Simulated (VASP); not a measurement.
# MgS (P6_3mc) in VASP: further runs

Runs on MgS. Level: PBEsol. Tasks: relaxation of cell and atoms.

All numbers are computed with VASP 6.6.1; they aren't measurements. Logs are shortened: lines on timing, memory, paths and dates and some standing lists are left out, and cuts for length are marked.

### Step 1. The cell of the first run

Symmetry: P6_3mc, No. 186, hexagonal system. The conventional cell has a = 4.035 Å, b = 4.035 Å, c = 6.432 Å, α = 90.00°, β = 90.00°, γ = 120.00°. S (site symmetry 3m) has 4 Mg at 2.45 to 2.47 Å within 3.2 Å. Within 3.2 Å of Mg (site symmetry 3m) lie 4 S at 2.45 to 2.47 Å.

### Step 2. Relaxation of cell and atoms, PBEsol

Input file INCAR:

```
SYSTEM = MgS
  PREC = Accurate
  ENCUT = 600
  EDIFF = 1E-6
  ISMEAR = -1
  SIGMA = 0.05
  LREAL = .False.
  LASPH = .True.
  NELM = 60
  ALGO = Normal
  ISIF = 3
  LWAVE = .False.
  LCHARG = .False.
  GGA = PS
  IBRION = 2
  NSW = 80
  EDIFFG = -0.01
```

Input file KPOINTS:

```
Automatic mesh
0
Gamma
  8 8 4
  0 0 0
```

Input file POSCAR:

```
MgS
1.0
    4.0346224068      0.0000000000      0.0000000000
   -2.0173112034      3.4940854990      0.0000000000
    0.0000000000      0.0000000000      6.4322941800
S Mg
2 2
Direct
    0.6666666667      0.3333333333      0.8792441500
    0.3333333333      0.6666666667      0.3792441500
    0.3333333333      0.6666666667      0.9957548500
    0.6666666667      0.3333333333      0.4957548500
```

Potentials or basis: VASP PAW PBE potentials, release 64 (S, Mg).

Launch:

```bash
$ cat potpaw_PBE.64/S/POTCAR potpaw_PBE.64/Mg/POTCAR > POTCAR
$ mpirun -np 1 vasp_std > vasp.out
```

OUTCAR:

```text
SYSTEM = MgS
   PREC = Accurate
   ENCUT = 600
   EDIFF = 1E-6
   ISMEAR = -1
   LREAL = .False.
   LASPH = .True.
   NELM = 60
   ISIF = 3
   GGA = PS
   IBRION = 2
   NSW = 80
   EDIFFG = -0.01

 ion  position               nearest neighbor table
   1  0.667  0.333  0.879-   3 2.45   3 2.45   3 2.45   4 2.47
   2  0.333  0.667  0.379-   4 2.45   4 2.45   4 2.45   3 2.47
   3  0.333  0.667  0.996-   1 2.45   1 2.45   1 2.45   2 2.47
   4  0.667  0.333  0.496-   2 2.45   2 2.45   2 2.45   1 2.47

  LATTYP: Found a hexagonal cell.
 ALAT       =     4.0346224068
 C/A-ratio  =     1.5942741430

  Lattice vectors:

 A1 = (   4.0346224068,   0.0000000000,   0.0000000000)
 A2 = (  -2.0173112034,   3.4940854990,   0.0000000000)
 A3 = (   0.0000000000,   0.0000000000,   6.4322941800)

Analysis of symmetry for initial positions (statically):
=====================================================================
 Subroutine PRICEL returns:
 Original cell was already a primitive cell.

 Routine SETGRP: Setting up the symmetry group for a
 hexagonal supercell.

 Subroutine GETGRP returns: Found 12 space group operations
 (whereof  6 operations were pure point group operations)
 out of a pool of 24 trial point group operations.

The static configuration has the point symmetry C_3v.
 The point group associated with its full space group is C_6v.

Analysis of symmetry for dynamics (positions and initial velocities):
=====================================================================
 Subroutine PRICEL returns:
 Original cell was already a primitive cell.

 Routine SETGRP: Setting up the symmetry group for a
 hexagonal supercell.

 Subroutine GETGRP returns: Found 12 space group operations
 (whereof  6 operations were pure point group operations)
 out of a pool of 24 trial point group operations.

The dynamic configuration has the point symmetry C_3v.
 The point group associated with its full space group is C_6v.

 Subroutine INISYM returns: Found 12 space group operations
 (whereof  6 operations are pure point group operations),
 and found     1 'primitive' translations

[... 164 lines left out ...]
    -2.017311203  3.494085499  0.000000000     0.000000000  0.286197919  0.000000000
     0.000000000  0.000000000  6.432294180     0.000000000  0.000000000  0.155465526

 POSITION                                       TOTAL-FORCE (eV/Angst)
 -----------------------------------------------------------------------------------
      2.01731      1.16470      5.65556        -0.000000      0.000000     -0.045096
     -0.00000      2.32939      2.43941         0.000000     -0.000000     -0.045096
     -0.00000      2.32939      6.40499         0.000000     -0.000000      0.045096
      2.01731      1.16470      3.18884         0.000000     -0.000000      0.045096
 -----------------------------------------------------------------------------------
    total drift:                                0.000000     -0.000000     -0.000062

  FREE ENERGIE OF THE ION-ELECTRON SYSTEM (eV)
  ---------------------------------------------------
  free  energy   TOTEN  =       -17.8725544424 eV

  energy  without entropy=      -17.8725544423  energy(sigma->0) =      -17.87255444

--------------------------------------- Ionic step        2  -------------------------------------------

 number of electron      15.9999999 magnetization

 Free energy of the ion-electron system (eV)
  ---------------------------------------------------
  ext. energy  EPLUGINS =         0.00000000
  ---------------------------------------------------
  free energy    TOTEN  =       -17.87362796 eV

  energy without entropy =      -17.87362796  energy(sigma->0) =      -17.87362796

 E-fermi :   2.1483     XC(G=0):  -8.5981

 val. band max:        1.1821650122   @ k =   0.0000   0.0000   0.0000
 cond. band min:       4.4905475030   @ k =   0.0000   0.0000   0.0000
 fundamental gap:      3.3083824908
 Fermi energy:         2.1483112702

 k-point     1 :       0.0000    0.0000    0.0000
  band No.  band energies     occupation
      1     -10.2551      2.00000
      2      -9.4957      2.00000
      3      -2.1231      2.00000
      4       0.5897      2.00000
      5       0.5897      2.00000
      6       1.0217      2.00000
      7       1.0217      2.00000
      8       1.1822      2.00000
      9       4.4905      0.00000
     10       5.7548      0.00000
     11       8.5755      0.00000
     12       8.5755      0.00000
[... 331 lines left out ...]
 k-point    24 :       0.3750    0.0000    0.5000
  band No.  band energies     occupation
      1      -9.5148      2.00000
      2      -9.5148      2.00000
      3      -1.7724      2.00000
      4      -1.7724      2.00000
      5       0.2992      2.00000
      6       0.2992      2.00000
      7       0.3345      2.00000
      8       0.3345      2.00000
      9       5.8857      0.00000
     10       5.8857      0.00000
     11       7.6052      0.00000
     12       7.6052      0.00000

 [... further k-points ...]

------------------------ aborting loop because EDIFF is reached ----------------------------------------

  FORCE on cell =-STRESS in cart. coord.  units (eV):
  Direction    XX          YY          ZZ          XY          YZ          ZX
  --------------------------------------------------------------------------------------
  -------------------------------------------------------------------------------------
  Total        0.0144245      0.0144245      0.0343924      0.0000000      0.0000000      0.0000000
  in kB        0.2567460      0.2567460      0.6121628      0.0000000      0.0000000      0.0000000
  external PRESSURE =       0.3752183 kB  Pullay stress =       0.0000000 kB

 VOLUME and BASIS-vectors are now :
 -----------------------------------------------------------------------------
  energy-cutoff  :      600.00
  volume of cell :       90.01
      direct lattice vectors                 reciprocal lattice vectors
     4.027757927  0.000000000  0.000000000     0.248277086  0.143342842 -0.000000000
    -2.013878964  3.488140685  0.000000000     0.000000000  0.286685684 -0.000000000
     0.000000000  0.000000000  6.406914472     0.000000000  0.000000000  0.156081372

 POSITION                                       TOTAL-FORCE (eV/Angst)
 -----------------------------------------------------------------------------------
      2.01388      1.16271      5.63108        -0.000000     -0.000000     -0.005831
     -0.00000      2.32543      2.42762         0.000000     -0.000000     -0.005831
     -0.00000      2.32543      6.38188         0.000000      0.000000      0.005831
      2.01388      1.16271      3.17843         0.000000      0.000000      0.005831
 -----------------------------------------------------------------------------------
    total drift:                                0.000000     -0.000000     -0.000837

  FREE ENERGIE OF THE ION-ELECTRON SYSTEM (eV)
  ---------------------------------------------------
  free  energy   TOTEN  =       -17.8736279574 eV

  energy  without entropy=      -17.8736279573  energy(sigma->0) =      -17.87362796

 reached required accuracy - stopping structural energy minimisation
```

OSZICAR:

```text
N       E                     dE             d eps       ncg     rms          rms(c)
DAV:   1     0.696301528356E+02    0.69630E+02   -0.65255E+03   720   0.120E+03
DAV:   2    -0.125211679791E+02   -0.82151E+02   -0.75509E+02  1088   0.167E+02
DAV:   3    -0.187302765594E+02   -0.62091E+01   -0.61826E+01   940   0.531E+01
DAV:   4    -0.188210783872E+02   -0.90802E-01   -0.90755E-01   876   0.787E+00
[... 11 lines left out ...]
DAV:   2    -0.178740176862E+02    0.30661E-02   -0.86070E-03   768   0.576E-01    0.148E-01
DAV:   3    -0.178736463426E+02    0.37134E-03   -0.15537E-03   836   0.226E-01    0.737E-02
DAV:   4    -0.178736363711E+02    0.99716E-05   -0.35134E-05   876   0.423E-02    0.633E-02
DAV:   5    -0.178736279735E+02    0.83975E-05   -0.23614E-05   880   0.336E-02    0.585E-03
DAV:   6    -0.178736279574E+02    0.16086E-07   -0.15435E-06   512   0.975E-03
   2 F= -.17873628E+02 E0= -.17873628E+02  d E =-.107352E-02
```

It took 23 s on 1 thread of Intel Xeon 6975P-C (Granite Rapids), shared host; peak memory 0.25 GiB.

Results:

```yaml
Free_energy: -17.8736 eV
Relaxed_volume: 22.50 Å³/atom
Relaxed_cell: a = 4.028 Å, b = 4.028 Å, c = 6.407 Å, α = 90.00°, β = 90.00°, γ = 120.00°
Space_group_after_relaxing_to_0.1_Å: P6_3mc (No. 186)
Energy_gained_by_relaxing: 0.3 meV/atom
Ionic_steps: 2
Pressure_after_relaxing: 0.0 GPa
Largest_force_after_relaxing: 0.006 eV/Å
Band_gap_on_the_k_mesh: 3.31 eV
```

Forces on the atoms (eV/Å):
```
S    0.000  0.000 -0.006
S    0.000  0.000 -0.006
Mg   0.000  0.000  0.006
Mg   0.000  0.000  0.006
```

The path:
```tsv
step	energy change (eV)	largest force (eV/Å)	pressure (GPa)	volume (Å³)
1	0.0000	0.0451	-0.36	90.68
2	-0.0011	0.0058	0.04	90.01
```

Final structure:
```
S Mg
1.0
     4.02776    0.00000    0.00000
    -2.01388    3.48814    0.00000
     0.00000    0.00000    6.40691
S Mg
2 2
Direct
  0.66667 0.33333 0.87891
  0.33333 0.66667 0.37891
  0.33333 0.66667 0.99609
  0.66667 0.33333 0.49609
```

Levels at points of the mesh, in eV from the valence-band top:
```csv
k point,band 5,band 6,band 7,band 8,band 9,band 10,band 11,band 12
"(0.00, 0.00, 0.00)",-0.59,-0.16,-0.16,0.00,3.31,4.57,7.39,7.39
"(0.50, 0.00, 0.00)",-1.94,-1.28,-0.97,-0.48,4.58,5.07,5.71,7.39
"(0.00, 0.00, 0.50)",-0.38,-0.38,-0.38,-0.38,4.80,4.80,7.53,7.53
"(0.50, 0.00, 0.50)",-0.92,-0.92,-0.82,-0.82,4.50,4.50,6.21,6.21
```

Caveat: the PAW data sets were made with another functional, which shifts forces and pressure a little.

[end of part 1 of 2]
